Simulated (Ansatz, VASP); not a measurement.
## Two plane-wave programs on BaAg2As2

The input INCAR:

```
SYSTEM = BaAg2As2
  PREC = Accurate
  ENCUT = 600
  EDIFF = 1E-6
  ISMEAR = -1
  SIGMA = 0.1
  LREAL = .FALSE.
  LASPH = .TRUE.
  NELM = 100
  ALGO = Normal
  ISIF = 3
  LWAVE = .FALSE.
  LCHARG = .FALSE.
  GGA = CA
  IBRION = 2
  NSW = 80
  EDIFFG = -0.01
```

Contents of KPOINTS:

```
Automatic mesh
0
G
  8 8 8
  0 0 0
```

The input POSCAR:

```
BaAg2As2
1.0
   -2.3012500000      2.3012500000      5.4336000000
    2.3012500000     -2.3012500000      5.4336000000
    2.3012500000      2.3012500000     -5.4336000000
Ba Ag As
1 2 2
Direct
    0.0000000000      0.0000000000      0.0000000000
    0.7500000000      0.2500000000      0.5000000000
    0.2500000000      0.7500000000      0.5000000000
    0.3842000000      0.3842000000      0.0000000000
    0.6158000000      0.6158000000      0.0000000000
```

Input for Ansatz:

```yaml
crystal:
  lattice:
    - [-2.30125, 2.30125, 5.4336]
    - [2.30125, -2.30125, 5.4336]
    - [2.30125, 2.30125, -5.4336]
  atoms:
    - { symbol: Ba, position: [0.0, 0.0, 0.0] }
    - { symbol: Ag, position: [0.75, 0.25, 0.5] }
    - { symbol: Ag, position: [0.25, 0.75, 0.5] }
    - { symbol: As, position: [0.3842, 0.3842, 0.0] }
    - { symbol: As, position: [0.6158, 0.6158, 0.0] }
  symmetry: { tolerance: 0.0003 }
hamiltonian:
  xc: lda
  pseudopotentials: { kind: paw, azcp: { folder: soft_1 } }
basis:
  ecutwfc: 420
magnetization:
  spin_polarized: false
scf:
  occupations: { method: fermi_dirac, width: 0.1 }
kpoints:
  mp_grid: { grid: [8, 8, 8], shift: [0, 0, 0] }
output:
  forces: true
  stress: true
  eigenvalues: true
relax:
  max_steps: 60
  cell: {}
```

Alike in both runs: task relaxation of cell and atoms; functional LDA; k mesh 8 × 8 × 8; occupations fermi-dirac, width 0.1 eV; no spin polarisation.

|  | VASP | Ansatz |
| --- | --- | --- |
| version | VASP 6.6.1 | Ansatz 0.2.0 |
| potentials or method | VASP PAW LDA potentials, release 64 (Ba_sv, Ag, As), cutoff 600 eV | PAW plane waves |
| valence electrons in the cell | 42 | 78 |

Ansatz gave:

```
gap on the k mesh at the Fermi level, each at its own relaxed structure (eV) : none
relaxed volume (Å³/atom)                                                     : 21.80
relaxed cell length with the largest relative difference (Å)                 : 6.380
```

Question: Estimate VASP's values.

Answer: gap on the k mesh at the Fermi level, each at its own relaxed structure (eV): none; relaxed volume (Å³/atom): 21.99; relaxed cell length with the largest relative difference (Å): 6.391.

Ansatz warns that its potentials were made for another functional, while VASP's fit it. LDA's correlation is that of Perdew and Zunger in VASP and of Perdew and Wang (1992) in Ansatz. A gap of «none» marks a metal or a gap that the smearing closes. VASP's potentials hold 42 valence electrons a cell and Ansatz's 78, so a difference there can come from the potentials and not from the codes.

Spin-orbit coupling is off throughout.
